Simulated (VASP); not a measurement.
# LiCl (Fm-3m) in VASP: further runs

The runs below take LiCl through single point, relaxation of cell and atoms, with r2SCAN.

All numbers are computed with VASP 6.6.1; they aren't measurements. Logs are shortened: lines on timing, memory, paths and dates and some standing lists are left out, and cuts for length are marked.

## (1) The cell of the first run

It takes space group Fm-3m (No. 225, cubic). Conventional cell: a = 5.112 Å, b = 5.112 Å, c = 5.112 Å, α = 90.00°, β = 90.00°, γ = 90.00°. Within 3.4 Å of Li (site symmetry m-3m) lie 6 Cl at 2.56 Å. Cl (site symmetry m-3m) has 6 Li at 2.56 Å within 3.4 Å.

## (2) Single point, r2SCAN

POSCAR reads:

```
LiCl
1.0
    0.0000000000      2.5561985242      2.5561985242
    2.5561985242      0.0000000000      2.5561985242
    2.5561985242      2.5561985242      0.0000000000
Li Cl
1 1
Direct
    0.0000000000      0.0000000000      0.0000000000
    0.5000000000      0.5000000000      0.5000000000
```

INCAR.step1 reads:

```
SYSTEM = LiCl
ALGO = Normal ; EDIFF = 1E-4
ENCUT = 520 ; GGA = PE
ISMEAR = -1 ; LASPH = .True.
LCHARG = .False. ; LREAL = .False.
LWAVE = .True. ; NBANDS = 12
NELM = 100 ; PREC = Accurate
SIGMA = 0.1
```

INCAR.step2 reads:

```
SYSTEM = LiCl
ALGO = Normal ; EDIFF = 1E-6
ENCUT = 520 ; ISIF = 2
ISMEAR = -1 ; ISTART = 1
LASPH = .True. ; LCHARG = .False.
LMIXTAU = .True. ; LREAL = .False.
LWAVE = .False. ; METAGGA = R2SCAN
NBANDS = 12 ; NELM = 100
PREC = Accurate ; SIGMA = 0.1
```

KPOINTS reads:

```
k-points
0
Gamma
  16 16 16
  0 0 0
```

Potentials or basis: VASP PAW PBE potentials, release 64 (Li_sv, Cl).

On the command line:

```console
cat potpaw_PBE.64/Li_sv/POTCAR potpaw_PBE.64/Cl/POTCAR > POTCAR
cp INCAR.step1 INCAR
mpirun -np 1 vasp_std > vasp.out
cp INCAR.step2 INCAR
mpirun -np 1 vasp_std > vasp.out
```

OUTCAR:

```text
SYSTEM = LiCl
   EDIFF = 1E-6
   ENCUT = 520
   ISIF = 2
   ISMEAR = -1
   ISTART = 1
   LASPH = .True.
   LREAL = .False.
   METAGGA = R2SCAN
   NELM = 100
   PREC = Accurate

 ion  position               nearest neighbor table
   1  0.000  0.000  0.000-   2 2.56   2 2.56   2 2.56   2 2.56   2 2.56   2 2.56
   2  0.500  0.500  0.500-   1 2.56   1 2.56   1 2.56   1 2.56   1 2.56   1 2.56

  LATTYP: Found a face centered cubic cell.
 ALAT       =     5.1123970484

  Lattice vectors:

 A1 = (   0.0000000000,   2.5561985242,   2.5561985242)
 A2 = (   2.5561985242,   0.0000000000,   2.5561985242)
 A3 = (   2.5561985242,   2.5561985242,   0.0000000000)

Analysis of symmetry for initial positions (statically):
=====================================================================
 Subroutine PRICEL returns:
 Original cell was already a primitive cell.

 Routine SETGRP: Setting up the symmetry group for a
 face centered cubic supercell.

 Subroutine GETGRP returns: Found 48 space group operations
 (whereof 48 operations were pure point group operations)
 out of a pool of 48 trial point group operations.

The static configuration has the point symmetry O_h .

Analysis of symmetry for dynamics (positions and initial velocities):
=====================================================================
 Subroutine PRICEL returns:
 Original cell was already a primitive cell.

 Routine SETGRP: Setting up the symmetry group for a
 face centered cubic supercell.

 Subroutine GETGRP returns: Found 48 space group operations
 (whereof 48 operations were pure point group operations)
 out of a pool of 48 trial point group operations.

The dynamic configuration has the point symmetry O_h .

 Subroutine INISYM returns: Found 48 space group operations
 (whereof 48 operations are pure point group operations),
 and found     1 'primitive' translations

----------------------------------------------------------------------------------------

                                     Primitive cell

  volume of cell :      33.4052

  direct lattice vectors                    reciprocal lattice vectors
     0.000000000  2.556198524  2.556198524    -0.195602961  0.195602961  0.195602961
     2.556198524  0.000000000  2.556198524     0.195602961 -0.195602961  0.195602961
     2.556198524  2.556198524  0.000000000     0.195602961  0.195602961 -0.195602961

  length of vectors
     3.615010621  3.615010621  3.615010621     0.338794266  0.338794266  0.338794266

  position of ions in fractional coordinates (direct lattice)
     0.000000000  0.000000000  0.000000000
     0.500000000  0.500000000  0.500000000

  ion indices of the primitive-cell ions
   primitive index   ion index
                 1           1
                 2           2

----------------------------------------------------------------------------------------

 KPOINTS: k-points

Automatic generation of k-mesh.
 Grid dimensions read from file:
 generate k-points for:   16   16   16

 Generating k-lattice:

  Cartesian coordinates                     Fractional coordinates (reciprocal lattice)
    -0.012225185  0.012225185  0.012225185     0.062500000  0.000000000  0.000000000
     0.012225185 -0.012225185  0.012225185     0.000000000  0.062500000  0.000000000
     0.012225185  0.012225185 -0.012225185     0.000000000  0.000000000  0.062500000

  Length of vectors
     0.021174642  0.021174642  0.021174642

  Shift w.r.t. Gamma in fractional coordinates (k-lattice)
     0.000000000  0.000000000  0.000000000

 Subroutine IBZKPT returns following result:
 ===========================================

 Found    145 irreducible k-points:

 Following reciprocal coordinates:
            Coordinates               Weight
  0.000000  0.000000  0.000000      1.000000
  0.062500  0.000000  0.000000      8.000000
  0.125000  0.000000  0.000000      8.000000
  0.187500  0.000000  0.000000      8.000000
  0.250000  0.000000  0.000000      8.000000
  0.312500  0.000000  0.000000      8.000000
[... 16 lines left out ...]
 -0.125000  0.062500  0.000000     24.000000
 -0.062500  0.062500  0.000000     12.000000
 [... further k-points ...]
   k-points           NKPTS =    145   k-points in BZ     NKDIM =    145   number of bands    NBANDS=     12
   number of dos      NEDOS =    301   number of ions     NIONS =      2
   total plane-waves  NPLWV =  21952
   dimension x,y,z NGX =    28 NGY =   28 NGZ =   28
   dimension x,y,z NGXF=    56 NGYF=   56 NGZF=   56
   ions per type =               1   1
   NGX,Y,Z   is equivalent  to a cutoff of  12.88, 12.88, 12.88 a.u.
   NGXF,Y,Z  is equivalent  to a cutoff of  25.75, 25.75, 25.75 a.u.
 SYSTEM =  LiCl
   PREC   = accura    normal or accurate (medium, high low for compatibility)
   ISTART =      1    job   : 0-new  1-cont  2-samecut
   ICHARG =      0    charge: 1-file 2-atom 10-const
   ISPIN  =      1    spin polarized calculation?
   LNONCOLLINEAR =      F non collinear calculations
   LSORBIT =      F    spin-orbit coupling
   LASPH  =      T    aspherical Exc in radial PAW
   ENCUT  =  520.0 eV  38.22 Ry    6.18 a.u.   6.72  6.72  6.72*2*pi/ulx,y,z
   NELM   =    100;   NELMIN=  2; NELMDL=  0     # of ELM steps
   EDIFF  = 0.1E-05   stopping-criterion for ELM
   LREAL  =      F    real-space projection
   EDIFFG = 0.1E-04   stopping-criterion for IOM
   NSW    =      0    number of steps for IOM
   IBRION =     -1    ionic relax: 0-MD 1-quasi-New 2-CG
   NFREE  =      0    steps in history (QN), initial steepest desc. (CG)
   ISIF   =      2    stress and relaxation
   ISYM   =      2    0-nonsym 1-usesym 2-fastsym
   POTIM  = 0.5000    time-step for ionic-motion
   TEBEG  =    0.0;   TEEND  =   0.0 temperature during run
   PSTRESS=    0.0 pullay stress
   NELECT =      10.0000    total number of electrons
   NUPDOWN=      -1.0000    fix difference up-down
   EMIN   =  10.00;   EMAX   =-10.00  energy-range for DOS
   EFERMI =   0.00;   METHOD = LEGACY
   ISMEAR =    -1;   SIGMA  =   0.10  broadening in eV -4-tet -1-fermi 0-gaus
   EFERMI_NEDOS =   21; number of points for ismear=-14 and -15
   IALGO  =     38    algorithm
   IMIX   =      4    mixing-type and parameters
     AMIX     =   0.40;   BMIX     =  1.00
     AMIX_MAG =   1.60;   BMIX_MAG =  1.00
  volume/ion in A,a.u.               =      16.70       112.71
  Fermi-wavevector in a.u.,A,eV,Ry     =   1.095142  2.069517 16.317943  1.199335
  Thomas-Fermi vector in A             =   2.231460
   LORBIT       =      0    0 simple, 1 ext, 2 COOP (PROOUT), +10 PAW based schemes
   METAGGA = R2SCAN    functional components
   LHFCALC =     F    Hartree Fock is set to
   AEXX    =    0.0000 exact exchange contribution
   IVDW    =     0    specifies the selected vdW correction
   LEPSILON=     F    determine dielectric tensor
   LRPA    =     F    only Hartree local field effects (RPA)
 non-spin polarized calculation
  energy-cutoff  :      520.00
  volume of cell :       33.41
 maximum number of plane-waves:       934
   NGX = 13   NGY = 13   NGZ = 13

 number of electron      10.0000003 magnetization

 Free energy of the ion-electron system (eV)
  ---------------------------------------------------
  ext. energy  EPLUGINS =         0.00000000
  ---------------------------------------------------
  free energy    TOTEN  =       -12.58809731 eV

  energy without entropy =      -12.58809731  energy(sigma->0) =      -12.58809731

 E-fermi :   2.4616     XC(G=0):  -9.2100

 val. band max:        0.2661523705   @ k =  -0.0625   0.0625   0.0000
 cond. band min:       7.6239492918   @ k =   0.0000   0.0000   0.0000
 fundamental gap:      7.3577969212
 Fermi energy:         2.4616405020

 k-point     1 :       0.0000    0.0000    0.0000
  band No.  band energies     occupation
      1     -44.5334      2.00000
      2     -13.7552      2.00000
      3       0.2648      2.00000
      4       0.2648      2.00000
      5       0.2648      2.00000
      6       7.6239      0.00000
      7      12.9354      0.00000
      8      12.9354      0.00000
      9      12.9354      0.00000
     10      15.6717      0.00000
     11      15.6717      0.00000
     12      16.1877      0.00000

 k-point     2 :       0.0625    0.0000    0.0000
  band No.  band energies     occupation
      1     -44.5334      2.00000
      2     -13.7349      2.00000
      3       0.1212      2.00000
      4       0.2530      2.00000
      5       0.2530      2.00000
      6       7.7565      0.00000
      7      12.6744      0.00000
      8      12.9754      0.00000
      9      12.9755      0.00000
     10      14.8601      0.00000
     11      14.8604      0.00000
     12      16.3451      0.00000

 k-point     3 :       0.1250    0.0000    0.0000
  band No.  band energies     occupation
      1     -44.5331      2.00000
      2     -13.6761      2.00000
      3      -0.2619      2.00000
      4       0.2202      2.00000
      5       0.2203      2.00000
      6       8.0727      0.00000
      7      12.2037      0.00000
      8      12.9150      0.00000
      9      12.9152      0.00000
     10      14.2686      0.00000
     11      14.2688      0.00000
     12      16.6127      0.00000
[... 286 lines left out ...]
 k-point    23 :      -0.1250    0.0625    0.0000
  band No.  band energies     occupation
      1     -44.5329      2.00000
      2     -13.6320      2.00000
      3      -0.4643      2.00000
      4       0.0694      2.00000
      5       0.2522      2.00000
      6       8.2951      0.00000
      7      11.9178      0.00000
      8      12.7576      0.00000
      9      12.8376      0.00000
     10      13.5612      0.00000
     11      14.9914      0.00000
     12      16.7923      0.00000

 k-point    24 :      -0.0625    0.0625    0.0000
  band No.  band energies     occupation
      1     -44.5332      2.00000
      2     -13.7017      2.00000
      3      -0.0635      2.00000
      4       0.1624      2.00000
      5       0.2662      2.00000
      6       7.9592      0.00000
      7      12.3485      0.00000
      8      12.9379      0.00000
      9      13.1000      0.00000
     10      13.8563      0.00000
     11      15.0143      0.00000
     12      16.5093      0.00000

 [... further k-points ...]

------------------------ aborting loop because EDIFF is reached ----------------------------------------

  FORCE on cell =-STRESS in cart. coord.  units (eV):
  Direction    XX          YY          ZZ          XY          YZ          ZX
  --------------------------------------------------------------------------------------
  -------------------------------------------------------------------------------------
  Total       -0.1001927     -0.1001927     -0.1001927     -0.0000000     -0.0000000      0.0000000
  in kB       -4.8054357     -4.8054357     -4.8054357     -0.0000000     -0.0000000      0.0000000
  external PRESSURE =      -4.8054357 kB  Pullay stress =       0.0000000 kB

 VOLUME and BASIS-vectors are now :
 -----------------------------------------------------------------------------
  energy-cutoff  :      520.00
  volume of cell :       33.41
      direct lattice vectors                 reciprocal lattice vectors
     0.000000000  2.556198524  2.556198524    -0.195602961  0.195602961  0.195602961
     2.556198524  0.000000000  2.556198524     0.195602961 -0.195602961  0.195602961
     2.556198524  2.556198524  0.000000000     0.195602961  0.195602961 -0.195602961

 POSITION                                       TOTAL-FORCE (eV/Angst)
 -----------------------------------------------------------------------------------
      0.00000      0.00000      0.00000         0.000000      0.000000      0.000000
      2.55620      2.55620      2.55620        -0.000000     -0.000000     -0.000000
 -----------------------------------------------------------------------------------
    total drift:                                0.000000      0.000000      0.000000

  FREE ENERGIE OF THE ION-ELECTRON SYSTEM (eV)
  ---------------------------------------------------
  free  energy   TOTEN  =       -12.5880973130 eV

  energy  without entropy=      -12.5880973129  energy(sigma->0) =      -12.58809731
```

Wall time 2.1 min (1 thread of AMD EPYC 9R45 (Zen 5), shared host); peak memory 0.16 GiB.

What came out:

```
Free energy            : -12.5881 eV
Band gap on the k mesh : 7.36 eV
```

Caveat: the cutoff is under 1.25 times the usual one of these potentials, so pressure, stress and relaxed cells hold a basis-set (Pulay) error; the PAW data sets were made with another functional, which shifts forces and pressure a little.

## (3) Relaxation of cell and atoms, r2SCAN

This run uses another cell than the first one, of 16.87 Å³/atom.

POSCAR reads:

```
LiCl
1.0
    0.0000000000      2.5647700000      2.5647700000
    2.5647700000      0.0000000000      2.5647700000
    2.5647700000      2.5647700000      0.0000000000
Li Cl
1 1
Direct
    0.0000000000      0.0000000000      0.0000000000
    0.5000000000      0.5000000000      0.5000000000
```

INCAR.step1 reads:

```
PREC = Accurate
ENCUT = 600
ISMEAR = -1
SIGMA = 0.1
LREAL = False
LASPH = True
NELM = 60
GGA = PE
ALGO = Normal
EDIFF = 1E-4
LWAVE = True
LCHARG = False
```

INCAR.step2 reads:

```
PREC = Accurate
ENCUT = 600
EDIFF = 1E-6
ISMEAR = -1
SIGMA = 0.1
LREAL = False
LASPH = True
NELM = 60
ALGO = Normal
ISIF = 3
LWAVE = False
LCHARG = False
METAGGA = R2SCAN
LMIXTAU = True
IBRION = 2
NSW = 100
EDIFFG = -0.002
ISTART = 1
```

KPOINTS reads:

```
regular mesh
0
Gamma
  16 16 16
```

Potentials or basis: VASP PAW PBE potentials, release 64 (Li_sv, Cl).

On the command line:

```console
cat potpaw_PBE.64/Li_sv/POTCAR potpaw_PBE.64/Cl/POTCAR > POTCAR
cp INCAR.step1 INCAR
mpirun -np 1 vasp_std > vasp.out
cp INCAR.step2 INCAR
mpirun -np 1 vasp_std > vasp.out
```

OUTCAR:

```text
PREC = Accurate
   ENCUT = 600
   EDIFF = 1E-6
   ISMEAR = -1
   LREAL = False
   LASPH = True
   NELM = 60
   ISIF = 3
   METAGGA = R2SCAN
   IBRION = 2
   NSW = 100
   EDIFFG = -0.002
   ISTART = 1

 ion  position               nearest neighbor table
   1  0.000  0.000  0.000-   2 2.56   2 2.56   2 2.56   2 2.56   2 2.56   2 2.56
   2  0.500  0.500  0.500-   1 2.56   1 2.56   1 2.56   1 2.56   1 2.56   1 2.56

  LATTYP: Found a face centered cubic cell.
 ALAT       =     5.1295400000

  Lattice vectors:

 A1 = (   0.0000000000,   2.5647700000,   2.5647700000)
 A2 = (   2.5647700000,   0.0000000000,   2.5647700000)
 A3 = (   2.5647700000,   2.5647700000,   0.0000000000)

Analysis of symmetry for initial positions (statically):
=====================================================================
 Subroutine PRICEL returns:
 Original cell was already a primitive cell.

[... 333 lines left out ...]
      1     -44.3985      2.00000
      2     -13.6949      2.00000
      3       0.3785      2.00000
      4       0.3785      2.00000
      5       0.3785      2.00000
      6       7.8390      0.00000
      7      13.0604      0.00000
      8      13.0604      0.00000
      9      13.0604      0.00000
[... 265 lines left out ...]
 k-point    24 :      -0.0625    0.0625    0.0000
  band No.  band energies     occupation
      1     -44.3981      2.00000
      2     -13.6396      2.00000
      3       0.0442      2.00000
      4       0.2733      2.00000
      5       0.3801      2.00000
      6       8.1753      0.00000
      7      12.4750      0.00000
      8      13.0737      0.00000
      9      13.2266      0.00000

 [... further k-points ...]

------------------------ aborting loop because EDIFF is reached ----------------------------------------

  FORCE on cell =-STRESS in cart. coord.  units (eV):
  Direction    XX          YY          ZZ          XY          YZ          ZX
  --------------------------------------------------------------------------------------
  -------------------------------------------------------------------------------------
  Total       -0.0008543     -0.0008543     -0.0008543     -0.0000000      0.0000000     -0.0000000
  in kB       -0.0415832     -0.0415832     -0.0415832     -0.0000000      0.0000000     -0.0000000
  external PRESSURE =      -0.0415832 kB  Pullay stress =       0.0000000 kB
[... 17 lines left out ...]
  FREE ENERGIE OF THE ION-ELECTRON SYSTEM (eV)
  ---------------------------------------------------
  free  energy   TOTEN  =       -12.5907909038 eV

  energy  without entropy=      -12.5907909037  energy(sigma->0) =      -12.59079090

 reached required accuracy - stopping structural energy minimisation
```

OUTCAR.step1:

```text
PREC = Accurate
   ENCUT = 600
   ISMEAR = -1
   LREAL = False
   LASPH = True
[... 509 lines left out ...]
      0.00000      0.00000      0.00000         0.000000      0.000000      0.000000
      2.56477      2.56477      2.56477        -0.000000     -0.000000     -0.000000
 -----------------------------------------------------------------------------------
    total drift:                               -0.000000     -0.000000      0.000000

  FREE ENERGIE OF THE ION-ELECTRON SYSTEM (eV)
  ---------------------------------------------------
  free  energy   TOTEN  =        -7.3853937688 eV

  energy  without entropy=       -7.3853937687  energy(sigma->0) =       -7.38539377
```

It took 6.7 min on 1 thread of AMD EPYC 9R45 (Zen 5), shared host; peak memory 0.18 GiB.

Results:

```
Free energy                           : -12.5908 eV
Relaxed volume                        : 16.46 Å³/atom
Relaxed cell                          : a = 3.597 Å, b = 3.597 Å, c = 3.597 Å, α = 60.00°, β = 60.00°, γ = 60.00°
Space group after relaxing (to 0.1 Å) : Fm-3m (No. 225)
Energy gained by relaxing             : 1.4 meV/atom
Ionic steps                           : 5
Pressure after relaxing               : 0.0 GPa
Band gap on the k mesh                : 7.46 eV
```

Step by step:
| step | energy change (eV) | largest force (eV/Å) | pressure (GPa) | volume (Å³) |
| --- | --- | --- | --- | --- |
| 1 | 0.0000 | 0.0000 | -0.87 | 33.74 |
| 2 | -0.0021 | 0.0000 | -0.43 | 33.30 |
| 3 | -0.0025 | 0.0000 | -0.26 | 33.14 |
| 4 | -0.0028 | 0.0000 | 0.09 | 32.84 |
| 5 | -0.0028 | 0.0000 | 0.00 | 32.92 |

Final structure:
```
Li Cl
1.0
     0.00000    2.54367    2.54367
     2.54367    0.00000    2.54367
     2.54367    2.54367    0.00000
Li Cl
1 1
Direct
  0.00000 0.00000 0.00000
  0.50000 0.50000 0.50000
```

Caveat: the cutoff is under 1.25 times the usual one of these potentials, so pressure, stress and relaxed cells hold a basis-set (Pulay) error; the PAW data sets were made with another functional, which shifts forces and pressure a little. A k mesh can miss the band edges.
